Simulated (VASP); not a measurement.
# Ti (P6_3/mmc) in VASP: further runs

The runs below take Ti through single point, relaxation of cell and atoms, with PBEsol.

Program: VASP 6.6.1. These are calculated values, not measurements. Logs are shortened: lines on timing, memory, paths and dates and some standing lists are left out, and cuts for length are marked.

**1. The cell of the first run**

Symmetry: P6_3/mmc, No. 194, hexagonal system. Conventional cell: a = 2.901 Å, b = 2.901 Å, c = 4.593 Å, α = 90.00°, β = 90.00°, γ = 120.00°. Ti (site symmetry -6m2) has 12 Ti at 2.84 to 2.90 Å within 3.7 Å.

**2. Single point, PBEsol**

File INCAR:

```
SYSTEM = Ti
PREC = Accurate ; ENCUT = 520
EDIFF = 1E-6 ; ISMEAR = -1
SIGMA = 0.1 ; LREAL = .FALSE.
LASPH = .TRUE. ; NELM = 100
ALGO = Normal ; ISIF = 2
LWAVE = .FALSE. ; LCHARG = .FALSE.
GGA = PS ; NBANDS = 19
```

File KPOINTS:

```
Automatic mesh
0
G
  17 17 9
  0 0 0
```

File POSCAR:

```
Ti
1.0
    2.9012772668      0.0000000000      0.0000000000
   -1.4506386334      2.5125798164      0.0000000000
    0.0000000000      0.0000000000      4.5933578522
Ti
2
Direct
    0.3333333333      0.6666666667      0.2500000000
    0.6666666667      0.3333333333      0.7500000000
```

Potentials or basis: VASP PAW PBE potentials, release 64 (Ti_sv).

On the command line:

```sh
> cat potpaw_PBE.64/Ti_sv/POTCAR > POTCAR
> mpirun -np 1 vasp_std > vasp.out
```

OUTCAR:

```text
SYSTEM = Ti
   PREC = Accurate
   ENCUT = 520
   EDIFF = 1E-6
   ISMEAR = -1
   LREAL = .FALSE.
   LASPH = .TRUE.
   NELM = 100
   ISIF = 2
   GGA = PS

 ion  position               nearest neighbor table
   1  0.333  0.667  0.250-   2 2.84   2 2.84   2 2.84   2 2.84   2 2.84   2 2.84
   2  0.667  0.333  0.750-   1 2.84   1 2.84   1 2.84   1 2.84   1 2.84   1 2.84

  LATTYP: Found a hexagonal cell.
 ALAT       =     2.9012772668
 C/A-ratio  =     1.5832191927

  Lattice vectors:

 A1 = (   2.9012772668,   0.0000000000,   0.0000000000)
 A2 = (  -1.4506386334,   2.5125798164,   0.0000000000)
 A3 = (   0.0000000000,   0.0000000000,   4.5933578522)

Analysis of symmetry for initial positions (statically):
=====================================================================
 Subroutine PRICEL returns:
 Original cell was already a primitive cell.

 Routine SETGRP: Setting up the symmetry group for a
 hexagonal supercell.

 Subroutine GETGRP returns: Found 24 space group operations
 (whereof 12 operations were pure point group operations)
 out of a pool of 24 trial point group operations.

The static configuration has the point symmetry D_3d.
 The point group associated with its full space group is D_6h.

Analysis of symmetry for dynamics (positions and initial velocities):
=====================================================================
 Subroutine PRICEL returns:
 Original cell was already a primitive cell.

 Routine SETGRP: Setting up the symmetry group for a
 hexagonal supercell.

 Subroutine GETGRP returns: Found 24 space group operations
 (whereof 12 operations were pure point group operations)
 out of a pool of 24 trial point group operations.

The dynamic configuration has the point symmetry D_3d.
 The point group associated with its full space group is D_6h.

 Subroutine INISYM returns: Found 24 space group operations
 (whereof 12 operations are pure point group operations),
 and found     1 'primitive' translations

----------------------------------------------------------------------------------------

                                     Primitive cell

  volume of cell :      33.4842

  direct lattice vectors                    reciprocal lattice vectors
     2.901277267  0.000000000  0.000000000     0.344675778  0.198998653  0.000000000
    -1.450638633  2.512579816  0.000000000     0.000000000  0.397997307  0.000000000
     0.000000000  0.000000000  4.593357852     0.000000000  0.000000000  0.217705659

[... 81 lines left out ...]
   ENCUT  =  520.0 eV  38.22 Ry    6.18 a.u.   5.39  5.39  8.54*2*pi/ulx,y,z
   NELM   =    100;   NELMIN=  2; NELMDL= -5     # of ELM steps
   EDIFF  = 0.1E-05   stopping-criterion for ELM
   LREAL  =      F    real-space projection
   EDIFFG = 0.1E-04   stopping-criterion for IOM
   NSW    =      0    number of steps for IOM
   IBRION =     -1    ionic relax: 0-MD 1-quasi-New 2-CG
   NFREE  =      0    steps in history (QN), initial steepest desc. (CG)
   ISIF   =      2    stress and relaxation
   ISYM   =      2    0-nonsym 1-usesym 2-fastsym
   POTIM  = 0.5000    time-step for ionic-motion
   TEBEG  =    0.0;   TEEND  =   0.0 temperature during run
   PSTRESS=    0.0 pullay stress
   NELECT =      24.0000    total number of electrons
   NUPDOWN=      -1.0000    fix difference up-down
   EMIN   =  10.00;   EMAX   =-10.00  energy-range for DOS
   EFERMI =   0.00;   METHOD = LEGACY
   ISMEAR =    -1;   SIGMA  =   0.10  broadening in eV -4-tet -1-fermi 0-gaus
   EFERMI_NEDOS =   21; number of points for ismear=-14 and -15
   IALGO  =     38    algorithm
   IMIX   =      4    mixing-type and parameters
     AMIX     =   0.40;   BMIX     =  1.00
     AMIX_MAG =   1.60;   BMIX_MAG =  1.00
  volume/ion in A,a.u.               =      16.74       112.98
  Fermi-wavevector in a.u.,A,eV,Ry     =   1.465094  2.768626 29.204906  2.146500
  Thomas-Fermi vector in A             =   2.580992
   LORBIT       =      0    0 simple, 1 ext, 2 COOP (PROOUT), +10 PAW based schemes
   GGA     = PS    functional components
   LHFCALC =     F    Hartree Fock is set to
   AEXX    =    0.0000 exact exchange contribution
   IVDW    =     0    specifies the selected vdW correction
   LEPSILON=     F    determine dielectric tensor
   LRPA    =     F    only Hartree local field effects (RPA)
 non-spin polarized calculation
  energy-cutoff  :      520.00
  volume of cell :       33.48
 maximum number of plane-waves:       929
 NGX is ok and might be reduce to    24

 number of electron      23.9999999 magnetization

 Free energy of the ion-electron system (eV)
  ---------------------------------------------------
  ext. energy  EPLUGINS =         0.00000000
  ---------------------------------------------------
  free energy    TOTEN  =       -16.71396955 eV

  energy without entropy =      -16.63953132  energy(sigma->0) =      -16.67675043

 E-fermi :   8.5789     XC(G=0): -11.8114

 val. band max:        8.5533411049   @ k =   0.3529   0.1765   0.4444
 cond. band min:       8.5848237371   @ k =   0.3529   0.1765   0.3333
 fundamental gap:      0.0314826322
 Fermi energy:         8.5789435459

 k-point     1 :       0.0000    0.0000    0.0000
  band No.  band energies     occupation
      1     -47.9595      2.00000
      2     -47.7973      2.00000
      3     -24.6915      2.00000
      4     -23.9704      2.00000
      5     -23.9704      2.00000
      6     -23.8814      2.00000
[... 505 lines left out ...]
      6     -24.0647      2.00000
[... 11 lines left out ...]
     18      11.7004      0.00000
     19      12.1710      0.00000

 [... further k-points ...]

------------------------ aborting loop because EDIFF is reached ----------------------------------------

  FORCE on cell =-STRESS in cart. coord.  units (eV):
  Direction    XX          YY          ZZ          XY          YZ          ZX
  --------------------------------------------------------------------------------------
  -------------------------------------------------------------------------------------
  Total       -0.0457915     -0.0457915     -0.0496105      0.0000000     -0.0000000      0.0000000
  in kB       -2.1910693     -2.1910693     -2.3738049      0.0000000     -0.0000000      0.0000000
  external PRESSURE =      -2.2519811 kB  Pullay stress =       0.0000000 kB

 VOLUME and BASIS-vectors are now :
 -----------------------------------------------------------------------------
  energy-cutoff  :      520.00
  volume of cell :       33.48
      direct lattice vectors                 reciprocal lattice vectors
     2.901277267  0.000000000  0.000000000     0.344675778  0.198998653  0.000000000
    -1.450638633  2.512579816  0.000000000     0.000000000  0.397997307  0.000000000
     0.000000000  0.000000000  4.593357852     0.000000000  0.000000000  0.217705659

 POSITION                                       TOTAL-FORCE (eV/Angst)
 -----------------------------------------------------------------------------------
     -0.00000      1.67505      1.14834        -0.000000      0.000000      0.000000
      1.45064      0.83753      3.44502         0.000000     -0.000000      0.000000
 -----------------------------------------------------------------------------------
    total drift:                               -0.000000      0.000000     -0.000000

  FREE ENERGIE OF THE ION-ELECTRON SYSTEM (eV)
  ---------------------------------------------------
  free  energy   TOTEN  =       -16.7139695471 eV

  energy  without entropy=      -16.6395313229  energy(sigma->0) =      -16.67675043
```

OSZICAR:

```text
N       E                     dE             d eps       ncg     rms          rms(c)
DAV:   1     0.262259423407E+03    0.26226E+03   -0.13064E+04  6286   0.158E+03
DAV:   2     0.111751416781E+02   -0.25108E+03   -0.24710E+03  6453   0.441E+02
DAV:   3    -0.177399669159E+02   -0.28915E+02   -0.28579E+02 11598   0.124E+02
DAV:   4    -0.188921462695E+02   -0.11522E+01   -0.11503E+01  7246   0.257E+01
DAV:   5    -0.189443279362E+02   -0.52182E-01   -0.52175E-01  9219   0.398E+00    0.128E+01
DAV:   6    -0.167204039618E+02    0.22239E+01   -0.77557E+00  7339   0.283E+01    0.317E+00
DAV:   7    -0.166944817134E+02    0.25922E-01   -0.79426E-01  9486   0.648E+00    0.211E+00
DAV:   8    -0.167221843749E+02   -0.27703E-01   -0.21994E-01  6781   0.548E+00    0.767E-01
DAV:   9    -0.167133750623E+02    0.88093E-02   -0.48158E-02  7066   0.229E+00    0.766E-02
DAV:  10    -0.167139420214E+02   -0.56696E-03   -0.39447E-03  9168   0.354E-01    0.893E-02
DAV:  11    -0.167139814771E+02   -0.39456E-04   -0.12667E-04  7778   0.794E-02    0.451E-02
DAV:  12    -0.167139695552E+02    0.11922E-04   -0.47026E-05  6857   0.629E-02    0.455E-03
DAV:  13    -0.167139695471E+02    0.81623E-08   -0.17417E-06  4818   0.119E-02
   1 F= -.16713970E+02 E0= -.16676750E+02  d E =-.744382E-01
```

It took 33 s on 1 thread of Intel Xeon 6975P-C (Granite Rapids), shared host; peak memory 0.21 GiB.

What came out:

* Free energy: -16.7140 eV
* Pressure: -0.2 GPa
* Band gap on the k mesh: zero (bands 12 and 13 overlap by 1.08 eV)

Caveat: the PAW data sets were made with another functional, which shifts forces and pressure a little.

**3. Relaxation of cell and atoms, PBEsol**

This run uses another cell than the first one, of 17.67 Å³/atom.

File INCAR:

```
ALGO = Normal
EDIFF = 1E-6
EDIFFG = -0.005
ENCUT = 600
GGA = PS
IBRION = 2
ISIF = 3
ISMEAR = -1
LASPH = True
LCHARG = False
LREAL = False
LWAVE = False
NELM = 80
NSW = 60
PREC = Accurate
SIGMA = 0.1
```

File KPOINTS:

```
k-points
0
Gamma
  17 17 9
```

File POSCAR:

```
Ti
1.0
    2.9313902092      0.0000000000      0.0000000000
   -1.4656951046      2.5386583896      0.0000000000
    0.0000000000      0.0000000000      4.7488521389
Ti
2
Direct
    0.3333333333      0.6666666667      0.2500000000
    0.6666666667      0.3333333333      0.7500000000
```

Potentials or basis: VASP PAW PBE potentials, release 64 (Ti_sv).

On the command line:

```sh
> cat potpaw_PBE.64/Ti_sv/POTCAR > POTCAR
> mpirun -np 1 vasp_std > vasp.out
```

Wall time 2.1 min (1 thread of Intel Xeon 6975P-C (Granite Rapids), shared host); peak memory 0.24 GiB.

The run converged. Its results:

* Free energy: -16.7145 eV
* Relaxed volume: 16.70 Å³/atom
* Relaxed cell: a = 2.899 Å, b = 2.899 Å, c = 4.590 Å, α = 90.00°, β = 90.00°, γ = 120.00°
* Space group after relaxing (to 0.1 Å): P6_3/mmc (No. 194)
* Energy gained by relaxing: 21.1 meV/atom
* Ionic steps: 6
* Pressure after relaxing: 0.0 GPa
* Band gap on the k mesh: zero (bands 12 and 13 overlap by 1.08 eV)

Step by step:
```csv
step,energy change (eV),largest force (eV/Å),pressure (GPa),volume (Å³)
1,0.0000,0.0000,-6.00,35.34
2,-0.0207,0.0000,5.16,32.06
3,-0.0404,0.0000,0.13,33.36
4,-0.0418,0.0000,0.04,33.38
5,-0.0422,0.0000,0.00,33.40
6,-0.0422,0.0000,0.03,33.40
```

Final structure:
```xyz
2
Lattice="2.8988 0.0000 0.0000 -1.4494 2.5104 0.0000 0.0000 0.0000 4.5898" Properties=species:S:1:pos:R:3 pbc="T T T"
Ti    0.0000    1.6736    1.1475
Ti    1.4494    0.8368    3.4424
```

Levels at points of the mesh, in eV from the Fermi level:
```tsv
k point	band 8	band 9	band 10	band 11	band 12	band 13	band 14	band 15	band 16
(0.00, 0.00, 0.00)	-32.43	-6.28	-2.77	0.82	0.82	0.92	0.95	1.35	1.35
```

Caveat: the PAW data sets were made with another functional, which shifts forces and pressure a little.

**4. Single point, PBEsol**

This run uses another cell than the first one: it holds 4 atoms, not 2.

File INCAR:

```
SYSTEM = Ti
PREC = Accurate ; ENCUT = 520
EDIFF = 1E-6 ; ISMEAR = -1
SIGMA = 0.1 ; LREAL = .FALSE.
LASPH = .TRUE. ; NELM = 60
ALGO = Normal ; ISIF = 2
LWAVE = .FALSE. ; LCHARG = .TRUE.
GGA = PS ; LELF = .TRUE.
LVHAR = .TRUE. ; NBANDS = 32
```

File KPOINTS:

```
regular mesh
0
G
  13 8 7
  0 0 0
```

File POSCAR:

```
Ti
1.0
   -1.4506386334      2.5125798164      0.0000000000
    0.0000000000      0.0000000000      4.5933578522
    4.3519159002      2.5125798164      0.0000000000
Ti
4
Direct
    0.5000000000      0.2500000000      0.1666666670
    0.0000000000      0.2500000000      0.6666666670
    0.0000000000      0.7500000000      0.3333333330
    0.5000000000      0.7500000000      0.8333333330
```

On the command line:

```sh
> cat potpaw_PBE.64/Ti_sv/POTCAR > POTCAR
> mpirun -np 1 vasp_std > vasp.out
```

Wall time 1.8 min (1 thread of Intel Xeon 6975P-C (Granite Rapids), shared host); peak memory 0.33 GiB.

It converged, with:

```
Free energy            : -33.4277 eV
Pressure               : -0.3 GPa
Band gap on the k mesh : zero (bands 24 and 25 overlap by 0.91 eV)
```

Levels at points of the mesh, in eV from the Fermi level:
| k point | band 22 | band 23 | band 24 | band 25 | band 26 | band 27 |
| --- | --- | --- | --- | --- | --- | --- |
| (0.00, 0.00, 0.00) | -0.56 | 0.50 | 0.68 | 0.81 | 0.81 | 0.91 |
| (0.00, 0.50, 0.00) | -0.83 | 0.12 | 0.12 | 0.71 | 0.71 | 0.71 |

Caveat: the PAW data sets were made with another functional, which shifts forces and pressure a little.

**5. The runs side by side**

```csv
task,cell,k mesh,cutoff (eV),gap on the mesh (eV),pressure (GPa)
single point,"a = 2.901, b = 2.901, c = 4.593 Å, angles 90.0, 90.0, 120.0°, 2 atoms, atomic positions A",17 × 17 × 9,520,none,-0.2
relaxation of cell and atoms,"relaxed from a = 2.931, b = 2.931, c = 4.749 Å, angles 90.0, 90.0, 120.0°, 2 atoms, atomic positions A",17 × 17 × 9,600,none,0.0
single point,"a = 2.901, b = 4.593, c = 5.025 Å, 4 atoms, atomic positions B",13 × 8 × 7,520,none,-0.3
```

Alike in all rows: level PBEsol; potentials or basis VASP PAW PBE potentials, release 64 (Ti_sv); no spin polarisation; smearing fermi-dirac 0.1 eV.

Caveats: the PAW data sets were made with another functional, which shifts forces and pressure a little.

Total energies depend on the potentials used, so only differences within one code and one set of settings carry meaning.

The gap in the log of VASP goes by the Fermi energy; the results here count the filled bands.